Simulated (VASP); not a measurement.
# NaCl (R-3m) in VASP: further runs

Runs on NaCl. Level: PBE. Tasks: single point.

All numbers are computed with VASP 6.6.1; they aren't measurements. Logs are shortened: lines on timing, memory, paths and dates and some standing lists are left out, and cuts for length are marked.

**1. The cell of the first run**

Symmetry: R-3m, No. 166, trigonal system. The conventional cell has a = 3.805 Å, b = 3.805 Å, c = 10.027 Å, α = 90.00°, β = 90.00°, γ = 120.00°. Na (site symmetry -3m) has 6 Cl at 2.76 Å within 3.6 Å. Cl (site symmetry -3m) has 6 Na at 2.76 Å within 3.6 Å.

**2. Single point, PBE (epitaxial 111 strain -4.0%)**

The input, INCAR:

```
  ALGO = Normal
  EDIFF = 1E-6
  ENCUT = 520
  GGA = PE
  ISIF = 2
  ISMEAR = 0
  LASPH = T
  LCHARG = T
  LELF = T
  LREAL = F
  LVHAR = T
  LWAVE = F
  NBANDS = 14
  NELM = 60
  PREC = Accurate
  SIGMA = 0.01
```

The input, KPOINTS:

```
k-points
0
Gamma
  4 4 4
```

The input, POSCAR:

```
NaCl
1.0
    0.1359565671      2.8265474394      2.8265474394
    2.8265474394      0.1359565671      2.8265474394
    2.8265474394      2.8265474394      0.1359565671
Na Cl
1 1
Direct
    0.0000000000      0.0000000000      0.0000000000
    0.5000000000      0.5000000000      0.5000000000
```

Potentials or basis: VASP PAW PBE potentials, release 64 (Na_pv, Cl).

Started as:

```
cat potpaw_PBE.64/Na_pv/POTCAR potpaw_PBE.64/Cl/POTCAR > POTCAR
mpirun -np 1 vasp_std > vasp.out
```

OUTCAR:

```text
EDIFF = 1E-6
   ENCUT = 520
   GGA = PE
   ISIF = 2
   ISMEAR = 0
   LASPH = T
   LREAL = F
   NELM = 60
   PREC = Accurate

 ion  position               nearest neighbor table
   1  0.000  0.000  0.000-
   2  0.500  0.500  0.500-

  LATTYP: Found a trigonal (rhomboedric) cell.
 ALAT       =     3.9996531153
 COS(alpha) =     0.5474665623

  Lattice vectors:

 A1 = (   0.1359565671,   2.8265474394,   2.8265474394)
 A2 = (   2.8265474394,   0.1359565671,   2.8265474394)
 A3 = (   2.8265474394,   2.8265474394,   0.1359565671)

Analysis of symmetry for initial positions (statically):
=====================================================================
 Subroutine PRICEL returns:
 Original cell was already a primitive cell.

 Routine SETGRP: Setting up the symmetry group for a
 trigonal (rhombohedral) supercell.

 Subroutine GETGRP returns: Found 12 space group operations
 (whereof 12 operations were pure point group operations)
 out of a pool of 12 trial point group operations.

The static configuration has the point symmetry D_3d.

Analysis of symmetry for dynamics (positions and initial velocities):
=====================================================================
 Subroutine PRICEL returns:
 Original cell was already a primitive cell.

 Routine SETGRP: Setting up the symmetry group for a
 trigonal (rhombohedral) supercell.

 Subroutine GETGRP returns: Found 12 space group operations
 (whereof 12 operations were pure point group operations)
 out of a pool of 12 trial point group operations.

The dynamic configuration has the point symmetry D_3d.

 Subroutine INISYM returns: Found 12 space group operations
 (whereof 12 operations are pure point group operations),
 and found     1 'primitive' translations

----------------------------------------------------------------------------------------

                                     Primitive cell

  volume of cell :      41.9086

  direct lattice vectors                    reciprocal lattice vectors
     0.135956567  2.826547439  2.826547439    -0.190197092  0.181468482  0.181468482
     2.826547439  0.135956567  2.826547439     0.181468482 -0.190197092  0.181468482
     2.826547439  2.826547439  0.135956567     0.181468482  0.181468482 -0.190197092

  length of vectors
     3.999653115  3.999653115  3.999653115     0.319431610  0.319431610  0.319431610

  position of ions in fractional coordinates (direct lattice)
[... 75 lines left out ...]
   POTIM  = 0.5000    time-step for ionic-motion
   TEBEG  =    0.0;   TEEND  =   0.0 temperature during run
   PSTRESS=    0.0 pullay stress
   NELECT =      14.0000    total number of electrons
   NUPDOWN=      -1.0000    fix difference up-down
   EMIN   =  10.00;   EMAX   =-10.00  energy-range for DOS
   EFERMI =   0.00;   METHOD = LEGACY
   ISMEAR =     0;   SIGMA  =   0.01  broadening in eV -4-tet -1-fermi 0-gaus
   EFERMI_NEDOS =   21; number of points for ismear=-14 and -15
   IALGO  =     38    algorithm
   IMIX   =      4    mixing-type and parameters
     AMIX     =   0.40;   BMIX     =  1.00
     AMIX_MAG =   1.60;   BMIX_MAG =  1.00
  volume/ion in A,a.u.               =      20.95       141.41
  Fermi-wavevector in a.u.,A,eV,Ry     =   1.135926  2.146588 17.555968  1.290327
  Thomas-Fermi vector in A             =   2.272631
   LORBIT       =      0    0 simple, 1 ext, 2 COOP (PROOUT), +10 PAW based schemes
   GGA     = PE    functional components
   LHFCALC =     F    Hartree Fock is set to
   AEXX    =    0.0000 exact exchange contribution
   IVDW    =     0    specifies the selected vdW correction
   LEPSILON=     F    determine dielectric tensor
   LRPA    =     F    only Hartree local field effects (RPA)
 non-spin polarized calculation
 Gauss-broadening in eV      SIGMA  =   0.01
  energy-cutoff  :      520.00
  volume of cell :       41.91
 maximum number of plane-waves:      1141
 NGX is ok and might be reduce to    30
   NGX = 15   NGY = 15   NGZ = 15

 number of electron      13.9999995 magnetization

 Free energy of the ion-electron system (eV)
  ---------------------------------------------------
  ext. energy  EPLUGINS =         0.00000000
  ---------------------------------------------------
  free energy    TOTEN  =        -6.72673710 eV

  energy without entropy =       -6.72673710  energy(sigma->0) =       -6.72673710

 E-fermi :  -0.1347     XC(G=0):  -8.4604

 val. band max:       -0.1935475722   @ k =   0.0000   0.0000   0.0000
 cond. band min:       5.0359022631   @ k =   0.0000   0.0000   0.0000
 fundamental gap:      5.2294498354
 Fermi energy:        -0.1347249360

 k-point     1 :       0.0000    0.0000    0.0000
  band No.  band energies     occupation
      1     -21.0361      2.00000
      2     -21.0361      2.00000
      3     -21.0256      2.00000
      4     -13.1288      2.00000
      5      -0.5117      2.00000
      6      -0.1935      2.00000
      7      -0.1935      2.00000
      8       5.0359      0.00000
      9      10.2498      0.00000
     10      11.2346      0.00000
     11      11.2346      0.00000
     12      13.1644      0.00000
     13      13.1644      0.00000
     14      14.7991      0.00000
[... 190 lines left out ...]
      1     -21.0619      2.00000
      2     -21.0378      2.00000
      3     -21.0378      2.00000
      4     -12.7799      2.00000
      5      -2.5088      2.00000
      6      -0.4282      2.00000
      7      -0.4282      2.00000
      8       7.2892      0.00000
      9      10.3246      0.00000
     10      11.2463      0.00000
     11      11.2463      0.00000
     12      15.5060      0.00000
     13      15.9418      0.00000
     14      15.9418      0.00000

------------------------ aborting loop because EDIFF is reached ----------------------------------------

  FORCE on cell =-STRESS in cart. coord.  units (eV):
  Direction    XX          YY          ZZ          XY          YZ          ZX
  --------------------------------------------------------------------------------------
  -------------------------------------------------------------------------------------
  Total        0.7495676      0.7495676      0.7495676     -0.1865814     -0.1865814     -0.1865814
  in kB       28.6562037     28.6562037     28.6562037     -7.1330637     -7.1330637     -7.1330637
  external PRESSURE =      28.6562037 kB  Pullay stress =       0.0000000 kB

 VOLUME and BASIS-vectors are now :
 -----------------------------------------------------------------------------
  energy-cutoff  :      520.00
  volume of cell :       41.91
      direct lattice vectors                 reciprocal lattice vectors
     0.135956567  2.826547439  2.826547439    -0.190197092  0.181468482  0.181468482
     2.826547439  0.135956567  2.826547439     0.181468482 -0.190197092  0.181468482
     2.826547439  2.826547439  0.135956567     0.181468482  0.181468482 -0.190197092

 POSITION                                       TOTAL-FORCE (eV/Angst)
 -----------------------------------------------------------------------------------
      0.00000      0.00000      0.00000         0.000000     -0.000000      0.000000
      2.89453      2.89453      2.89453        -0.000000      0.000000     -0.000000
 -----------------------------------------------------------------------------------
    total drift:                               -0.000000      0.000000      0.000000

  FREE ENERGIE OF THE ION-ELECTRON SYSTEM (eV)
  ---------------------------------------------------
  free  energy   TOTEN  =        -6.7267370999 eV

  energy  without entropy=       -6.7267370999  energy(sigma->0) =       -6.72673710
```

OSZICAR:

```text
N       E                     dE             d eps       ncg     rms          rms(c)
DAV:   1     0.996812055403E+02    0.99681E+02   -0.71307E+03   364   0.105E+03
DAV:   2     0.857822264599E+00   -0.98823E+02   -0.92408E+02   406   0.265E+02
DAV:   3    -0.679329873490E+01   -0.76511E+01   -0.76017E+01   502   0.690E+01
DAV:   4    -0.691553341390E+01   -0.12223E+00   -0.12218E+00   406   0.968E+00
DAV:   5    -0.691791331928E+01   -0.23799E-02   -0.23798E-02   488   0.136E+00    0.219E+00
DAV:   6    -0.673392308643E+01    0.18399E+00   -0.29302E-01   432   0.331E+00    0.164E+00
DAV:   7    -0.672163170879E+01    0.12291E-01   -0.81256E-02   482   0.170E+00    0.112E+00
DAV:   8    -0.672677066849E+01   -0.51390E-02   -0.94127E-03   412   0.865E-01    0.309E-01
DAV:   9    -0.672664446424E+01    0.12620E-03   -0.22210E-04   484   0.120E-01    0.155E-01
DAV:  10    -0.672674358526E+01   -0.99121E-04   -0.24745E-04   406   0.136E-01    0.561E-02
DAV:  11    -0.672673663829E+01    0.69470E-05   -0.16234E-05   478   0.410E-02    0.946E-03
DAV:  12    -0.672673709989E+01   -0.46160E-06   -0.16182E-06   424   0.128E-02
   1 F= -.67267371E+01 E0= -.67267371E+01  d E =-.165669E-18
```

Run time: 17 s. Hardware: 1 thread of AMD EPYC 7R43 (Zen 3), shared host; peak memory 0.12 GiB.

Results:

- Free energy: -6.7267 eV
- Pressure: 2.9 GPa
- Band gap on the k mesh: 5.23 eV, direct

Caveat: the k points lie up to 0.50 Å⁻¹ apart; the cell differs from its parent crystal (epitaxial 111 strain -4.0%).

**3. Single point, PBE (epitaxial 111 strain +4.0%)**

The input, INCAR:

```
  PREC = Accurate
  ENCUT = 520
  EDIFF = 1E-6
  ISMEAR = 0
  SIGMA = 0.01
  LREAL = F
  LASPH = T
  NELM = 60
  ALGO = Normal
  ISIF = 2
  LWAVE = F
  LCHARG = T
  GGA = PE
  LELF = T
  LVHAR = T
  NBANDS = 14
```

The input, KPOINTS:

```
Automatic mesh
0
Gamma
  4 4 4
```

The input, POSCAR:

```
NaCl
1.0
   -0.1342974646      2.7805093138      2.7805093138
    2.7805093138     -0.1342974646      2.7805093138
    2.7805093138      2.7805093138     -0.1342974646
Na Cl
1 1
Direct
    0.0000000000      0.0000000000      0.0000000000
    0.5000000000      0.5000000000      0.5000000000
```

Potentials or basis: VASP PAW PBE potentials, release 64 (Na_pv, Cl).

Started as:

```
cat potpaw_PBE.64/Na_pv/POTCAR potpaw_PBE.64/Cl/POTCAR > POTCAR
mpirun -np 1 vasp_std > vasp.out
```

Run time: 17 s. Hardware: 1 thread of AMD EPYC 7R43 (Zen 3), shared host; peak memory 0.12 GiB.

It converged, with:

* Free energy: -6.7650 eV
* Pressure: 0.0 GPa
* Band gap on the k mesh: 4.82 eV, direct

Stress tensor (GPa, compression positive):
```
0.02 0.53 0.53
0.53 0.02 0.53
0.53 0.53 0.02
```

Levels at points of the mesh, in eV from the valence-band top:
```
           k point  band 5  band 6  band 7  band 8  band 9  band 10
(0.00, 0.00, 0.00)   -0.23   -0.23    0.00    4.82   10.61    10.61
(0.50, 0.00, 0.00)   -2.02   -0.42   -0.28    7.10   10.04    10.60
(0.50, 0.50, 0.00)   -1.75   -0.85   -0.59    7.22    8.02    10.92
(0.50, 0.50, 0.50)   -1.94   -0.55   -0.55    6.92   10.35    10.35
```

Caveat: the k points lie up to 0.47 Å⁻¹ apart; the cell differs from its parent crystal (epitaxial 111 strain +4.0%).

(Continued in part 2 of 2.)
